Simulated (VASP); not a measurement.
# C (P6_3/mmc) in VASP: settings compared

C is run at these levels: revPBE+D3(BJ), PBE+D3(BJ); tasks: single point.

All numbers are computed with VASP 6.6.1; they aren't measurements. Logs are shortened: lines on timing, memory, paths and dates and some standing lists are left out, and cuts for length are marked.

**1. The cell of the first run**

Symmetry: P6_3/mmc, No. 194, hexagonal system. Conventional cell: a = 2.505 Å, b = 2.505 Å, c = 8.182 Å, α = 90.00°, β = 90.00°, γ = 120.00°. Within 2.0 Å of C (site symmetry 3m) lie 4 C at 1.53 Å. C (site symmetry 3m) has 4 C at 1.53 Å within 2.0 Å.

**2. Single point, revPBE+D3(BJ)**

INCAR

```
PREC     = Accurate       # precision mode
ENCUT    = 520            # plane-wave cutoff, eV
EDIFF    = 1E-7           # SCF threshold, eV
ISMEAR   = -1             # smearing method
SIGMA    = 0.05           # smearing width, eV
LREAL    = F              # projectors in reciprocal space
LASPH    = T              # aspherical terms in the spheres
NELM     = 80             # most SCF steps
ALGO     = Normal         # electronic algorithm
ISIF     = 2              # what is computed and relaxed
LWAVE    = F              # write WAVECAR
LCHARG   = T              # write CHGCAR
GGA      = RE             # functional
IVDW     = 12             # dispersion correction
LELF     = T              # ELF
LVHAR    = T            
NBANDS   = 26             # bands
```

KPOINTS

```
regular mesh
0
Gamma
  12 12 4
```

POSCAR

```
C
1.0
    2.5051726443      0.0000000000      0.0000000000
   -1.2525863222      2.1695431509      0.0000000000
    0.0000000000      0.0000000000      8.1818157839
C
8
Direct
    0.6666666667      0.3333333333      0.8437500000
    0.3333333333      0.6666666667      0.3437500000
    0.6666666667      0.3333333333      0.6562500000
    0.3333333333      0.6666666667      0.1562500000
    0.0000000000      0.0000000000      0.9062500000
    0.0000000000      0.0000000000      0.4062500000
    0.0000000000      0.0000000000      0.5937500000
    0.0000000000      0.0000000000      0.0937500000
```

Potentials or basis: VASP PAW PBE potentials, release 64 (C).

Command:

```bash
$ cat potpaw_PBE.64/C/POTCAR > POTCAR
$ mpirun -np 1 vasp_std > vasp.out
```

OUTCAR:

```text
PREC = Accurate
   ENCUT = 520
   EDIFF = 1E-7
   ISMEAR = -1
   LREAL = F
   LASPH = T
   NELM = 80
   ISIF = 2
   GGA = RE
   IVDW = 12
 IVDW          = 12

 ion  position               nearest neighbor table
   1  0.667  0.333  0.844-   3 1.53   5 1.53   5 1.53   5 1.53
   2  0.333  0.667  0.344-   4 1.53   6 1.53   6 1.53   6 1.53
   3  0.667  0.333  0.656-   1 1.53   7 1.53   7 1.53   7 1.53
   4  0.333  0.667  0.156-   2 1.53   8 1.53   8 1.53   8 1.53
   5  0.000  0.000  0.906-   8 1.53   1 1.53   1 1.53   1 1.53
   6  0.000  0.000  0.406-   7 1.53   2 1.53   2 1.53   2 1.53
   7  0.000  0.000  0.594-   6 1.53   3 1.53   3 1.53   3 1.53
   8  0.000  0.000  0.094-   5 1.53   4 1.53   4 1.53   4 1.53

  LATTYP: Found a hexagonal cell.
 ALAT       =     2.5051726443
 C/A-ratio  =     3.2659688355

  Lattice vectors:

 A1 = (   2.5051726443,   0.0000000000,   0.0000000000)
 A2 = (  -1.2525863222,   2.1695431509,   0.0000000000)
 A3 = (   0.0000000000,   0.0000000000,   8.1818157839)

Analysis of symmetry for initial positions (statically):
=====================================================================
 Subroutine PRICEL returns:
 Original cell was already a primitive cell.

 Routine SETGRP: Setting up the symmetry group for a
 hexagonal supercell.

 Subroutine GETGRP returns: Found 24 space group operations
 (whereof 12 operations were pure point group operations)
 out of a pool of 24 trial point group operations.

The static configuration has the point symmetry D_3d.
 The point group associated with its full space group is D_6h.

Analysis of symmetry for dynamics (positions and initial velocities):
=====================================================================
 Subroutine PRICEL returns:
 Original cell was already a primitive cell.

 Routine SETGRP: Setting up the symmetry group for a
 hexagonal supercell.

 Subroutine GETGRP returns: Found 24 space group operations
 (whereof 12 operations were pure point group operations)
 out of a pool of 24 trial point group operations.

The dynamic configuration has the point symmetry D_3d.
 The point group associated with its full space group is D_6h.

 Subroutine INISYM returns: Found 24 space group operations
 (whereof 12 operations are pure point group operations),
 and found     1 'primitive' translations

----------------------------------------------------------------------------------------

                                     Primitive cell

  volume of cell :      44.4688

  direct lattice vectors                    reciprocal lattice vectors
     2.505172644  0.000000000  0.000000000     0.399174086  0.230463266  0.000000000
    -1.252586322  2.169543151  0.000000000     0.000000000  0.460926532  0.000000000
     0.000000000  0.000000000  8.181815784     0.000000000  0.000000000  0.122222258

  length of vectors
     2.505172644  2.505172644  8.181815784     0.460926532  0.460926532  0.122222258

  position of ions in fractional coordinates (direct lattice)
     0.666666667  0.333333333  0.843750000
     0.333333333  0.666666667  0.343750000
     0.666666667  0.333333333  0.656250000
     0.333333333  0.666666667  0.156250000
     0.000000000  0.000000000  0.906250000
     0.000000000  0.000000000  0.406250000
     0.000000000  0.000000000  0.593750000
     0.000000000  0.000000000  0.093750000

  ion indices of the primitive-cell ions
   primitive index   ion index
                 1           1
                 2           2
                 3           3
                 4           4
                 5           5
                 6           6
                 7           7
                 8           8

----------------------------------------------------------------------------------------

 KPOINTS: regular mesh

Automatic generation of k-mesh.
 Grid dimensions read from file:
 generate k-points for:   12   12    4

 Generating k-lattice:

  Cartesian coordinates                     Fractional coordinates (reciprocal lattice)
     0.033264507  0.019205272  0.000000000     0.083333333 -0.000000000  0.000000000
     0.000000000  0.038410544  0.000000000     0.000000000  0.083333333  0.000000000
     0.000000000  0.000000000  0.030555565     0.000000000  0.000000000  0.250000000

  Length of vectors
     0.038410544  0.038410544  0.030555565

  Shift w.r.t. Gamma in fractional coordinates (k-lattice)
     0.000000000  0.000000000  0.000000000

 Subroutine IBZKPT returns following result:
 ===========================================

 Found     57 irreducible k-points:

 Following reciprocal coordinates:
            Coordinates               Weight
  0.000000  0.000000  0.000000      1.000000
  0.083333  0.000000  0.000000      6.000000
  0.166667  0.000000  0.000000      6.000000
  0.250000  0.000000  0.000000      6.000000
  0.333333  0.000000  0.000000      6.000000
  0.416667 -0.000000  0.000000      6.000000
[... 16 lines left out ...]
  0.250000  0.000000  0.250000     12.000000
  0.333333  0.000000  0.250000     12.000000
 [... further k-points ...]
   k-points           NKPTS =     57   k-points in BZ     NKDIM =     57   number of bands    NBANDS=     26
   number of dos      NEDOS =    301   number of ions     NIONS =      8
   total plane-waves  NPLWV =  25600
   dimension x,y,z NGX =    20 NGY =   20 NGZ =   64
   dimension x,y,z NGXF=    40 NGYF=   40 NGZF=  128
   ions per type =               8
   NGX,Y,Z   is equivalent  to a cutoff of  13.27, 13.27, 13.00 a.u.
   NGXF,Y,Z  is equivalent  to a cutoff of  26.54, 26.54, 26.01 a.u.
 SYSTEM =  unknown system
   PREC   = accura    normal or accurate (medium, high low for compatibility)
   ISTART =      0    job   : 0-new  1-cont  2-samecut
   ICHARG =      2    charge: 1-file 2-atom 10-const
   ISPIN  =      1    spin polarized calculation?
   LNONCOLLINEAR =      F non collinear calculations
   LSORBIT =      F    spin-orbit coupling
   LASPH  =      T    aspherical Exc in radial PAW
   ENCUT  =  520.0 eV  38.22 Ry    6.18 a.u.   4.66  4.66 15.21*2*pi/ulx,y,z
   NELM   =     80;   NELMIN=  2; NELMDL= -5     # of ELM steps
   EDIFF  = 0.1E-06   stopping-criterion for ELM
   LREAL  =      F    real-space projection
   EDIFFG = 0.1E-05   stopping-criterion for IOM
   NSW    =      0    number of steps for IOM
   IBRION =     -1    ionic relax: 0-MD 1-quasi-New 2-CG
   NFREE  =      0    steps in history (QN), initial steepest desc. (CG)
   ISIF   =      2    stress and relaxation
   ISYM   =      2    0-nonsym 1-usesym 2-fastsym
   POTIM  = 0.5000    time-step for ionic-motion
   TEBEG  =    0.0;   TEEND  =   0.0 temperature during run
   PSTRESS=    0.0 pullay stress
   NELECT =      32.0000    total number of electrons
   NUPDOWN=      -1.0000    fix difference up-down
   EMIN   =  10.00;   EMAX   =-10.00  energy-range for DOS
   EFERMI =   0.00;   METHOD = LEGACY
   ISMEAR =    -1;   SIGMA  =   0.05  broadening in eV -4-tet -1-fermi 0-gaus
   EFERMI_NEDOS =   21; number of points for ismear=-14 and -15
   IALGO  =     38    algorithm
   IMIX   =      4    mixing-type and parameters
     AMIX     =   0.40;   BMIX     =  1.00
     AMIX_MAG =   1.60;   BMIX_MAG =  1.00
  volume/ion in A,a.u.               =       5.56        37.51
  Fermi-wavevector in a.u.,A,eV,Ry     =   1.467032  2.772289 29.282229  2.152183
  Thomas-Fermi vector in A             =   2.582698
   LORBIT       =      0    0 simple, 1 ext, 2 COOP (PROOUT), +10 PAW based schemes
   GGA     = RE    functional components
   LHFCALC =     F    Hartree Fock is set to
   AEXX    =    0.0000 exact exchange contribution
   IVDW    =    12    specifies the selected vdW correction
   LEPSILON=     F    determine dielectric tensor
   LRPA    =     F    only Hartree local field effects (RPA)
 non-spin polarized calculation
  energy-cutoff  :      520.00
  volume of cell :       44.47
 maximum number of plane-waves:      1216
 NGX is ok and might be reduce to    20
   NGX =  9   NGY =  9   NGZ = 31

 number of electron      31.9999997 magnetization

 Free energy of the ion-electron system (eV)
  ---------------------------------------------------
  ext. energy  EPLUGINS =         0.00000000
  ---------------------------------------------------
  free energy    TOTEN  =       -69.34097208 eV

  energy without entropy =      -69.34097208  energy(sigma->0) =      -69.34097208

 E-fermi :  11.2447     XC(G=0): -13.2916

 val. band max:       10.2601666063   @ k =   0.0000   0.0000   0.0000
 cond. band min:      14.7116529020   @ k =   0.4167  -0.0000   0.0000
 fundamental gap:      4.4514862958
 Fermi energy:        11.2446635664

 k-point     1 :       0.0000    0.0000    0.0000
  band No.  band energies     occupation
      1     -11.7095      2.00000
      2      -9.9900      2.00000
      3      -9.9386      2.00000
      4      -5.7920      2.00000
      5      -3.5246      2.00000
      6       3.3930      2.00000
[... 18 lines left out ...]
     25      18.6588      0.00000
     26      18.6896      0.00000

 k-point     2 :       0.0833    0.0000    0.0000
  band No.  band energies     occupation
      1     -11.5364      2.00000
      2      -9.8202      2.00000
      3      -9.7679      2.00000
      4      -5.6376      2.00000
      5      -3.3649      2.00000
      6       3.4741      2.00000
[... 18 lines left out ...]
     25      19.0926      0.00000
     26      19.2914      0.00000

 k-point     3 :       0.1667    0.0000    0.0000
  band No.  band energies     occupation
      1     -11.0189      2.00000
      2      -9.3134      2.00000
      3      -9.2581      2.00000
      4      -5.1767      2.00000
      5      -2.8987      2.00000
      6       3.6178      2.00000
[... 572 lines left out ...]
 k-point    23 :       0.2500    0.0000    0.2500
  band No.  band energies     occupation
      1     -10.0552      2.00000
      2      -9.1934      2.00000
      3      -7.5048      2.00000
      4      -5.1866      2.00000
      5      -1.2830      2.00000
      6       1.7165      2.00000
[... 18 lines left out ...]
     25      20.6944      0.00000
     26      22.0688      0.00000

 k-point    24 :       0.3333    0.0000    0.2500
  band No.  band energies     occupation
      1      -8.8798      2.00000
      2      -8.0324      2.00000
      3      -6.3800      2.00000
      4      -4.1375      2.00000
      5      -1.1596      2.00000
      6      -0.1533      2.00000
[... 18 lines left out ...]
     25      20.8733      0.00000
     26      22.8643      0.00000

 [... further k-points ...]

------------------------ aborting loop because EDIFF is reached ----------------------------------------

 Edisp (eV)   -3.22664

 E8    (eV) :    -1.8743

  FORCE on cell =-STRESS in cart. coord.  units (eV):
  Direction    XX          YY          ZZ          XY          YZ          ZX
  --------------------------------------------------------------------------------------
  -------------------------------------------------------------------------------------
  Total       0.31185     0.31185     3.90106    -0.00000    -0.00000     0.00000
  in kB      11.23575    11.23575   140.55205    -0.00000    -0.00000     0.00000
  external pressure =       54.34 kB  Pullay stress =        0.00 kB

 VOLUME and BASIS-vectors are now :
 -----------------------------------------------------------------------------
  energy-cutoff  :      520.00
  volume of cell :       44.47
      direct lattice vectors                 reciprocal lattice vectors
     2.505172644  0.000000000  0.000000000     0.399174086  0.230463266  0.000000000
    -1.252586322  2.169543151  0.000000000     0.000000000  0.460926532  0.000000000
     0.000000000  0.000000000  8.181815784     0.000000000  0.000000000  0.122222258

 POSITION                                       TOTAL-FORCE (eV/Angst)
 -----------------------------------------------------------------------------------
      1.25259      0.72318      6.90341         0.000000     -0.000000      0.329881
     -0.00000      1.44636      2.81250        -0.000000      0.000000      0.329881
      1.25259      0.72318      5.36932         0.000000      0.000000     -0.329881
     -0.00000      1.44636      1.27841        -0.000000      0.000000     -0.329881
      0.00000      0.00000      7.41477         0.000000     -0.000000      0.337581
      0.00000      0.00000      3.32386        -0.000000      0.000000      0.337581
      0.00000      0.00000      4.85795         0.000000     -0.000000     -0.337581
      0.00000      0.00000      0.76705         0.000000      0.000000     -0.337581
 -----------------------------------------------------------------------------------
    total drift:                               -0.000000      0.000000      0.000000

  FREE ENERGIE OF THE ION-ELECTRON SYSTEM (eV)
  ---------------------------------------------------
  free  energy   TOTEN  =       -72.5676071668 eV

  energy  without entropy=      -72.5676071667  energy(sigma->0) =      -72.56760717
```

It took 2.2 min on 1 thread of Intel Xeon 8259CL, shared host; peak memory 0.21 GiB.

What came out:

- Free energy: -72.5676 eV
- Pressure: 5.4 GPa
- Largest force: 0.338 eV/Å
- Band gap on the k mesh: 4.45 eV (least direct gap 5.23 eV)
- Dispersion energy per atom: -0.403 eV

Forces in eV/Å, atoms in the order of the input:
```
C    0.000  0.000  0.330
C    0.000  0.000  0.330
C    0.000  0.000 -0.330
C    0.000  0.000 -0.330
C    0.000  0.000  0.338
C    0.000  0.000  0.338
C    0.000  0.000 -0.338
C    0.000  0.000 -0.338
```

Caveat: the cell stands under pressure; the PAW data sets were made with another functional, which shifts forces and pressure a little.

**3. Single point, PBE+D3(BJ)**

This run uses another cell than the first one, of 5.63 Å³/atom.

INCAR

```
ALGO = Normal
EDIFF = 1E-6
ENCUT = 520
GGA = PE
ISIF = 2
ISMEAR = -1
IVDW = 12
LASPH = True
LCHARG = False
LREAL = False
LWAVE = False
NBANDS = 26
NELM = 60
PREC = Accurate
SIGMA = 0.05
```

KPOINTS

```
k-points
0
Gamma
  12 12 4
```

POSCAR

```
C
1.0
    2.5076470778      0.0000000000      0.0000000000
   -1.2538235389      2.1716860731      0.0000000000
    0.0000000000      0.0000000000      8.2707972329
C
8
Direct
    0.6666666667      0.3333333333      0.8444495697
    0.3333333333      0.6666666667      0.3444495697
    0.6666666667      0.3333333333      0.6555504303
    0.3333333333      0.6666666667      0.1555504303
    0.0000000000      0.0000000000      0.9070317183
    0.0000000000      0.0000000000      0.4070317183
    0.0000000000      0.0000000000      0.5929682817
    0.0000000000      0.0000000000      0.0929682817
```

Potentials or basis: VASP PAW PBE potentials, release 64 (C).

Command:

```bash
$ cat potpaw_PBE.64/C/POTCAR > POTCAR
$ mpirun -np 1 vasp_std > vasp.out
```

Run time: 72 s. Hardware: 1 thread of Intel Xeon 8259CL, shared host; peak memory 0.21 GiB.

The run converged. Its results:

```
Free energy                : -74.1992 eV
Pressure                   : 0.7 GPa
Largest force              : 0.004 eV/Å
Band gap on the k mesh     : 4.56 eV (least direct gap 5.32 eV)
Dispersion energy per atom : -0.193 eV
```

Forces on the atoms (eV/Å):
```
C    0.000  0.000 -0.004
C    0.000  0.000 -0.004
C    0.000  0.000  0.004
C    0.000  0.000  0.004
C    0.000  0.000  0.000
C    0.000  0.000  0.000
C    0.000  0.000  0.000
C    0.000  0.000  0.000
```

Stress tensor (GPa, compression positive):
```
0.73 0.00 0.00
0.00 0.73 0.00
0.00 0.00 0.65
```

Levels at points of the mesh, in eV from the valence-band top:
| k point | band 13 | band 14 | band 15 | band 16 | band 17 | band 18 | band 19 | band 20 |
| --- | --- | --- | --- | --- | --- | --- | --- | --- |
| (0.00, 0.00, 0.00) | -1.74 | -0.23 | 0.00 | 0.00 | 5.32 | 5.32 | 5.49 | 7.14 |
| (0.50, 0.00, 0.00) | -4.97 | -4.71 | -3.71 | -2.98 | 4.63 | 5.61 | 6.01 | 6.05 |
| (0.00, 0.00, 0.50) | -0.66 | -0.66 | -0.66 | -0.66 | 6.09 | 6.09 | 6.09 | 6.09 |
| (0.50, 0.00, 0.50) | -4.76 | -4.76 | -3.69 | -3.69 | 4.97 | 4.97 | 7.01 | 7.01 |

(Continued in part 2 of 2.)
